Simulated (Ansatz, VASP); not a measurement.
One calculation of LiHF2, two programs

INCAR

```
SYSTEM = LiHF2
PREC = Accurate
ENCUT = 520
EDIFF = 1E-6
ISMEAR = 0
SIGMA = 0.05
LREAL = .FALSE.
LASPH = .TRUE.
NELM = 60
ALGO = Normal
ISIF = 2
LWAVE = .FALSE.
LCHARG = .TRUE.
GGA = CA
LELF = .TRUE.
LVHAR = .TRUE.
NBANDS = 17
```

KPOINTS

```
Automatic mesh
0
G
  9 9 9
  0 0 0
```

File POSCAR:

```
LiHF2
1.0
    1.4860718052      0.8579839568      4.1997227031
   -1.4860718052      0.8579839568      4.1997227031
    0.0000000000     -1.7159679136      4.1997227031
Li H F
1 1 2
Direct
    0.0000000000      0.0000000000      0.0000000000
    0.5000000000      0.5000000000      0.5000000000
    0.4125119035      0.4125119035      0.4125119035
    0.5874880965      0.5874880965      0.5874880965
```

Input for Ansatz:

```yaml
crystal:
  lattice:
    - [1.4860718052, 0.8579839568, 4.1997227031]
    - [-1.4860718052, 0.8579839568, 4.1997227031]
    - [0.0, -1.7159679136, 4.1997227031]
  atoms:
    - { symbol: Li, position: [0.0, 0.0, 0.0] }
    - { symbol: H, position: [0.5, 0.5, 0.5] }
    - { symbol: F, position: [0.4125119035, 0.4125119035, 0.4125119035] }
    - { symbol: F, position: [0.5874880965, 0.5874880965, 0.5874880965] }
basis:
  ecutwfc: 420
kpoints:
  mp_grid: { grid: [9, 9, 9] }
hamiltonian:
  xc: lda
scf:
  occupations: { method: gaussian, width: 0.05 }
output:
  forces: true
  stress: true
  eigenvalues: true
```

Change from the starting cell: strain +0.030 along x and y, -0.030 along z, atoms carried along.

Alike in both runs: task single point; functional LDA; k mesh 9 × 9 × 9; occupations gaussian, width 0.05 eV; no spin polarisation.

```csv
,VASP,Ansatz
version,VASP 6.6.1,Ansatz 0.2.0
potentials or method,"VASP PAW LDA potentials, release 64 (Li_sv, H, F), cutoff 520 eV","scalar-relativistic, plane waves, PAW"
valence electrons in the cell,18,18
```

VASP gave:

```
gap on the k mesh at the Fermi level (eV) : 8.20
least direct gap on the mesh (eV)         : 8.28
rms of the force components (eV/Å)        : 0.461
```

Question: Estimate Ansatz's values.

Answer: gap on the k mesh at the Fermi level (eV): 8.23; least direct gap on the mesh (eV): 8.31; rms of the force components (eV/Å): 0.421.

LDA's correlation is that of Perdew and Zunger in VASP and of Perdew and Wang (1992) in Ansatz. Atom by atom the forces differ by 0.041 eV/Å (rms over components).

Noted on VASP's run: the cutoff is short for stress, so the pressure is rough.
